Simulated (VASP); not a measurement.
# Au (Fm-3m) in VASP: a series of runs

The runs below take Au through single point, with PBE, PBE+D4.

All numbers are computed with VASP 6.6.1; they aren't measurements. Logs are shortened: lines on timing, memory, paths and dates and some standing lists are left out, and cuts for length are marked.

**1. The cell of the first run**

Symmetry: Fm-3m, No. 225, cubic system. Conventional cell: a = 4.070 Å, b = 4.070 Å, c = 4.070 Å, α = 90.00°, β = 90.00°, γ = 90.00°. Within 3.8 Å of Au (site symmetry m-3m) lie 12 Au at 2.88 Å.

**2. Single point, PBE**

Input file INCAR:

```
SYSTEM = Au
PREC = Accurate
ENCUT = 520
EDIFF = 1E-6
ISMEAR = 0
SIGMA = 0.014
LREAL = .False.
LASPH = .True.
NELM = 60
ALGO = Normal
ISIF = 2
LWAVE = .False.
LCHARG = .True.
GGA = PE
LELF = .True.
LVHAR = .True.
NBANDS = 12
```

Input file KPOINTS:

```
regular mesh
0
Gamma
  11 11 11
  0 0 0
```

Input file POSCAR:

```
Au
1.0
    0.0000000000      2.0350000000      2.0350000000
    2.0350000000      0.0000000000      2.0350000000
    2.0350000000      2.0350000000      0.0000000000
Au
1
Direct
    0.0000000000      0.0000000000      0.0000000000
```

Potentials or basis: VASP PAW PBE potentials, release 64 (Au).

Command:

```
cat potpaw_PBE.64/Au/POTCAR > POTCAR
mpirun -np 1 vasp_std > vasp.out
```

OUTCAR:

```text
SYSTEM = Au
   PREC = Accurate
   ENCUT = 520
   EDIFF = 1E-6
   ISMEAR = 0
   LREAL = .False.
   LASPH = .True.
   NELM = 60
   ISIF = 2
   GGA = PE

 ion  position               nearest neighbor table
   1  0.000  0.000  0.000-

  LATTYP: Found a face centered cubic cell.
 ALAT       =     4.0700000000

  Lattice vectors:

 A1 = (   0.0000000000,   2.0350000000,   2.0350000000)
 A2 = (   2.0350000000,   0.0000000000,   2.0350000000)
 A3 = (   2.0350000000,   2.0350000000,   0.0000000000)

Analysis of symmetry for initial positions (statically):
=====================================================================
 Subroutine PRICEL returns:
 Original cell was already a primitive cell.

 Routine SETGRP: Setting up the symmetry group for a
 face centered cubic supercell.

 Subroutine GETGRP returns: Found 48 space group operations
[... 9 lines left out ...]

 Routine SETGRP: Setting up the symmetry group for a
 face centered cubic supercell.

 Subroutine GETGRP returns: Found 48 space group operations
[... 11 lines left out ...]
                                     Primitive cell

  volume of cell :      16.8548

  direct lattice vectors                    reciprocal lattice vectors
     0.000000000  2.035000000  2.035000000    -0.245700246  0.245700246  0.245700246
     2.035000000  0.000000000  2.035000000     0.245700246 -0.245700246  0.245700246
     2.035000000  2.035000000  0.000000000     0.245700246  0.245700246 -0.245700246

  length of vectors
     2.877924599  2.877924599  2.877924599     0.425565309  0.425565309  0.425565309

  position of ions in fractional coordinates (direct lattice)
     0.000000000  0.000000000  0.000000000

  ion indices of the primitive-cell ions
   primitive index   ion index
                 1           1

----------------------------------------------------------------------------------------

 KPOINTS: regular mesh

Automatic generation of k-mesh.
 Grid dimensions read from file:
 generate k-points for:   11   11   11

 Generating k-lattice:

  Cartesian coordinates                     Fractional coordinates (reciprocal lattice)
    -0.022336386  0.022336386  0.022336386     0.090909091  0.000000000  0.000000000
     0.022336386 -0.022336386  0.022336386     0.000000000  0.090909091  0.000000000
     0.022336386  0.022336386 -0.022336386     0.000000000  0.000000000  0.090909091

  Length of vectors
     0.038687755  0.038687755  0.038687755

  Shift w.r.t. Gamma in fractional coordinates (k-lattice)
     0.000000000  0.000000000  0.000000000

 Subroutine IBZKPT returns following result:
 ===========================================

 Found     56 irreducible k-points:

 Following reciprocal coordinates:
            Coordinates               Weight
  0.000000  0.000000  0.000000      1.000000
  0.090909  0.000000  0.000000      8.000000
  0.181818  0.000000  0.000000      8.000000
  0.272727  0.000000  0.000000      8.000000
  0.363636  0.000000  0.000000      8.000000
  0.454545  0.000000  0.000000      8.000000
[... 16 lines left out ...]
 -0.272727  0.181818  0.000000     24.000000
 -0.181818  0.181818  0.000000     12.000000
 [... further k-points ...]
   k-points           NKPTS =     56   k-points in BZ     NKDIM =     56   number of bands    NBANDS=     12
   number of dos      NEDOS =    301   number of ions     NIONS =      1
   total plane-waves  NPLWV =  13824
   dimension x,y,z NGX =    24 NGY =   24 NGZ =   24
   dimension x,y,z NGXF=    48 NGYF=   48 NGZF=   48
   ions per type =               1
   NGX,Y,Z   is equivalent  to a cutoff of  13.86, 13.86, 13.86 a.u.
   NGXF,Y,Z  is equivalent  to a cutoff of  27.73, 27.73, 27.73 a.u.
 SYSTEM =  Au
   PREC   = accura    normal or accurate (medium, high low for compatibility)
   ISTART =      0    job   : 0-new  1-cont  2-samecut
   ICHARG =      2    charge: 1-file 2-atom 10-const
   ISPIN  =      1    spin polarized calculation?
   LNONCOLLINEAR =      F non collinear calculations
   LSORBIT =      F    spin-orbit coupling
   LASPH  =      T    aspherical Exc in radial PAW
   ENCUT  =  520.0 eV  38.22 Ry    6.18 a.u.   5.35  5.35  5.35*2*pi/ulx,y,z
   NELM   =     60;   NELMIN=  2; NELMDL= -5     # of ELM steps
   EDIFF  = 0.1E-05   stopping-criterion for ELM
   LREAL  =      F    real-space projection
   EDIFFG = 0.1E-04   stopping-criterion for IOM
   NSW    =      0    number of steps for IOM
   IBRION =     -1    ionic relax: 0-MD 1-quasi-New 2-CG
   NFREE  =      0    steps in history (QN), initial steepest desc. (CG)
   ISIF   =      2    stress and relaxation
   ISYM   =      2    0-nonsym 1-usesym 2-fastsym
   POTIM  = 0.5000    time-step for ionic-motion
   TEBEG  =    0.0;   TEEND  =   0.0 temperature during run
   PSTRESS=    0.0 pullay stress
   NELECT =      11.0000    total number of electrons
   NUPDOWN=      -1.0000    fix difference up-down
   EMIN   =  10.00;   EMAX   =-10.00  energy-range for DOS
   EFERMI =   0.00;   METHOD = LEGACY
   ISMEAR =     0;   SIGMA  =   0.01  broadening in eV -4-tet -1-fermi 0-gaus
   EFERMI_NEDOS =   21; number of points for ismear=-14 and -15
   IALGO  =     38    algorithm
   IMIX   =      4    mixing-type and parameters
     AMIX     =   0.40;   BMIX     =  1.00
     AMIX_MAG =   1.60;   BMIX_MAG =  1.00
  volume/ion in A,a.u.               =      16.85       113.74
  Fermi-wavevector in a.u.,A,eV,Ry     =   1.420032  2.683470 27.436005  2.016489
  Thomas-Fermi vector in A             =   2.540990
   LORBIT       =      0    0 simple, 1 ext, 2 COOP (PROOUT), +10 PAW based schemes
   GGA     = PE    functional components
   LHFCALC =     F    Hartree Fock is set to
   AEXX    =    0.0000 exact exchange contribution
   IVDW    =     0    specifies the selected vdW correction
   LEPSILON=     F    determine dielectric tensor
   LRPA    =     F    only Hartree local field effects (RPA)
 non-spin polarized calculation
 Gauss-broadening in eV      SIGMA  =   0.01
  energy-cutoff  :      520.00
  volume of cell :       16.85
 maximum number of plane-waves:       465
 NGX is ok and might be reduce to    24
   NGX = 11   NGY = 11   NGZ = 11

 number of electron      10.9999999 magnetization

 Free energy of the ion-electron system (eV)
  ---------------------------------------------------
  ext. energy  EPLUGINS =         0.00000000
  ---------------------------------------------------
  free energy    TOTEN  =        -3.19553635 eV

  energy without entropy =       -3.19551845  energy(sigma->0) =       -3.19552740

 E-fermi :   9.7737     XC(G=0): -12.7823

 val. band max:        9.5442272283   @ k =   0.4545   0.3636   0.0000
 cond. band min:       9.7938581349   @ k =  -0.4545   0.0909   0.0000
 fundamental gap:      0.2496309067
 Fermi energy:         9.7736945055

 k-point     1 :       0.0000    0.0000    0.0000
  band No.  band energies     occupation
      1      -0.3128      2.00000
      2       4.9101      2.00000
      3       4.9101      2.00000
      4       4.9101      2.00000
      5       6.4533      2.00000
      6       6.4533      2.00000
      7      24.1677      0.00000
      8      28.2298      0.00000
      9      28.2298      0.00000
     10      28.2298      0.00000
     11      33.1716      0.00000
     12      37.9347      0.00000

 k-point     2 :       0.0909    0.0000    0.0000
  band No.  band energies     occupation
      1      -0.0239      2.00000
      2       4.8186      2.00000
      3       5.0067      2.00000
      4       5.0067      2.00000
      5       6.4123      2.00000
      6       6.4123      2.00000
      7      24.4936      0.00000
      8      26.6098      0.00000
      9      28.5777      0.00000
     10      28.5777      0.00000
     11      33.9987      0.00000
     12      36.0679      0.00000

 k-point     3 :       0.1818    0.0000    0.0000
  band No.  band energies     occupation
      1       0.7684      2.00000
      2       4.6699      2.00000
      3       5.1809      2.00000
      4       5.1809      2.00000
      5       6.4157      2.00000
      6       6.4157      2.00000
      7      23.4395      0.00000
      8      25.3366      0.00000
      9      29.4291      0.00000
     10      29.4291      0.00000
     11      31.8616      0.00000
     12      34.0057      0.00000

 k-point     4 :       0.2727    0.0000    0.0000
  band No.  band energies     occupation
      1       1.7168      2.00000
      2       4.9101      2.00000
      3       5.1672      2.00000
      4       5.1672      2.00000
      5       6.7309      2.00000
      6       6.7309      2.00000
      7      20.0154      0.00000
      8      25.1022      0.00000
      9      29.5787      0.00000
     10      29.5787      0.00000
     11      31.7327      0.00000
     12      32.7188      0.00000

 k-point     5 :       0.3636    0.0000    0.0000
  band No.  band energies     occupation
      1       2.1852      2.00000
      2       5.0067      2.00000
      3       5.0067      2.00000
      4       6.2068      2.00000
      5       7.2486      2.00000
      6       7.2486      2.00000
      7      16.4293      0.00000
      8      24.2452      0.00000
      9      28.1029      0.00000
     10      28.1029      0.00000
     11      33.6616      0.00000
     12      33.6788      0.00000

 k-point     6 :       0.4545    0.0000    0.0000
  band No.  band energies     occupation
      1       2.2463      2.00000
      2       4.8866      2.00000
      3       4.8866      2.00000
      4       7.6248      2.00000
      5       7.6248      2.00000
      6       8.1688      2.00000
      7      13.4044      0.00000
      8      23.6928      0.00000
      9      27.0233      0.00000
     10      27.0233      0.00000
     11      34.6160      0.00000
     12      34.6160      0.00000

 k-point     7 :       0.0909    0.0909    0.0000
  band No.  band energies     occupation
      1       0.0735      2.00000
      2       4.7110      2.00000
      3       5.0856      2.00000
      4       5.0856      2.00000
      5       6.2415      2.00000
      6       6.5394      2.00000
      7      24.6427      0.00000
      8      27.1845      0.00000
      9      27.9678      0.00000
     10      27.9678      0.00000
     11      35.2568      0.00000
     12      35.5025      0.00000

 k-point     8 :       0.1818    0.0909    0.0000
  band No.  band energies     occupation
      1       0.7075      2.00000
      2       4.5071      2.00000
      3       5.2756      2.00000
      4       5.2912      2.00000
      5       6.0968      2.00000
      6       6.6322      2.00000
      7      24.6158      0.00000
      8      25.4732      0.00000
      9      27.7591      0.00000
     10      28.8521      0.00000
     11      32.3557      0.00000
     12      34.3014      0.00000
[... 166 lines left out ...]
 k-point    20 :       0.4545    0.1818    0.0000
  band No.  band energies     occupation
      1       2.9146      2.00000
      2       4.4661      2.00000
      3       5.0857      2.00000
      4       5.6346      2.00000
      5       7.7232      2.00000
      6       9.3170      2.00000
      7      15.6422      0.00000
      8      23.5800      0.00000
      9      24.4918      0.00000
     10      26.1022      0.00000
     11      34.9155      0.00000
     12      34.9310      0.00000

 k-point    21 :      -0.4545    0.1818    0.0000
  band No.  band energies     occupation
      1       2.9702      2.00000
      2       4.4244      2.00000
      3       5.5053      2.00000
      4       5.6495      2.00000
      5       7.6241      2.00000
      6      11.4895      0.00000
      7      12.8228      0.00000
      8      22.4655      0.00000
      9      25.1552      0.00000
     10      25.5274      0.00000
     11      35.0666      0.00000
     12      35.1796      0.00000

 k-point    22 :      -0.3636    0.1818    0.0000
  band No.  band energies     occupation
      1       3.0537      2.00000
      2       4.5108      2.00000
      3       5.4849      2.00000
      4       5.4988      2.00000
      5       7.1324      2.00000
      6      10.1396      0.00000
      7      14.8881      0.00000
      8      21.8695      0.00000
      9      25.5038      0.00000
     10      26.7788      0.00000
     11      33.2810      0.00000
     12      35.1676      0.00000

 k-point    23 :      -0.2727    0.1818    0.0000
  band No.  band energies     occupation
      1       3.0046      2.00000
      2       4.5276      2.00000
      3       4.9013      2.00000
      4       5.5975      2.00000
      5       6.4503      2.00000
      6       8.7250      2.00000
      7      18.1689      0.00000
      8      22.0027      0.00000
      9      26.1251      0.00000
     10      29.1403      0.00000
     11      30.8870      0.00000
     12      35.2206      0.00000

 k-point    24 :      -0.1818    0.1818    0.0000
  band No.  band energies     occupation
      1       2.2808      2.00000
      2       4.2902      2.00000
      3       5.1102      2.00000
      4       5.7969      2.00000
      5       5.8356      2.00000
      6       7.6788      2.00000
      7      21.1057      0.00000
      8      23.0923      0.00000
      9      27.3900      0.00000
     10      28.8899      0.00000
     11      31.6329      0.00000
     12      34.3423      0.00000

 [... further k-points ...]

------------------------ aborting loop because EDIFF is reached ----------------------------------------

  FORCE on cell =-STRESS in cart. coord.  units (eV):
  Direction    XX          YY          ZZ          XY          YZ          ZX
  --------------------------------------------------------------------------------------
  -------------------------------------------------------------------------------------
  Total        1.1059162      1.1059162      1.1059162      0.0000000      0.0000000     -0.0000000
  in kB      105.1258589    105.1258589    105.1258589      0.0000000      0.0000000     -0.0000000
  external PRESSURE =     105.1258589 kB  Pullay stress =       0.0000000 kB

 VOLUME and BASIS-vectors are now :
 -----------------------------------------------------------------------------
  energy-cutoff  :      520.00
  volume of cell :       16.85
      direct lattice vectors                 reciprocal lattice vectors
     0.000000000  2.035000000  2.035000000    -0.245700246  0.245700246  0.245700246
     2.035000000  0.000000000  2.035000000     0.245700246 -0.245700246  0.245700246
     2.035000000  2.035000000  0.000000000     0.245700246  0.245700246 -0.245700246

 POSITION                                       TOTAL-FORCE (eV/Angst)
 -----------------------------------------------------------------------------------
      0.00000      0.00000      0.00000         0.000000      0.000000      0.000000
 -----------------------------------------------------------------------------------
    total drift:                               -0.000000      0.000000     -0.000000

  FREE ENERGIE OF THE ION-ELECTRON SYSTEM (eV)
  ---------------------------------------------------
  free  energy   TOTEN  =        -3.1955363469 eV

  energy  without entropy=       -3.1955184528  energy(sigma->0) =       -3.19552740
```

It took 14 s on 1 thread of Intel Xeon 8259CL, shared host; peak memory 0.14 GiB.

Results:

- Free energy: -3.1955 eV
- Pressure: 10.5 GPa

Caveat: spin-orbit coupling is left out, which moves the levels of the heavy elements.

(Continued in part 2 of 2.)
